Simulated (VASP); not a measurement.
A run of VASP 6.6.1 is set up as follows.

The input INCAR:

```
SYSTEM = TaN
ALGO = Normal ; EDIFF = 1E-7
EDIFFG = -0.01 ; ENCUT = 600
GGA = PS ; IBRION = 2
ISIF = 4 ; ISMEAR = 0
ISPIN = 2 ; IVDW = 12
LASPH = .TRUE. ; LCHARG = .FALSE.
LMAXMIX = 4 ; LORBIT = 11
LREAL = .FALSE. ; LWAVE = .FALSE.
MAGMOM = 0.05 -0.05 -0.05 0 0 0 ; NELM = 150
NSW = 60 ; PREC = Accurate
SIGMA = 0.05
```

File KPOINTS:

```
k-points
0
G
  6 6 8
  0 0 0
```

POSCAR

```
TaN
1.0
    5.2311067652      0.0000000000      0.0000000000
   -2.6155533826      4.5302713485      0.0000000000
    0.0000000000      0.0000000000      2.9261749810
Ta N
3 3
Direct
    0.0000000000      0.0000000000      0.0000000000
    0.3333333333      0.6666666667      0.5000000000
    0.6666666667      0.3333333333      0.5000000000
    0.5000000000      0.0000000000      0.0000000000
    0.5000000000      0.5000000000      0.0000000000
    0.0000000000      0.5000000000      0.0000000000
```

Potentials or basis: VASP PAW PBE potentials, release 64 (Ta_pv, N).

The run is started by

```console
$ cat potpaw_PBE.64/Ta_pv/POTCAR potpaw_PBE.64/N/POTCAR > POTCAR
$ mpirun -np 1 vasp_std > vasp.out
```

(1) Estimate the net moment.

(2) Estimate the dispersion energy per atom.

(3) Predict the band gap on the k mesh.

## Answers

(1) 0.00 μB per cell.

(2) -0.428 eV.

(3) zero (filled and empty bands overlap).

Caveat: spin-orbit coupling is left out, which moves the levels of the heavy elements.
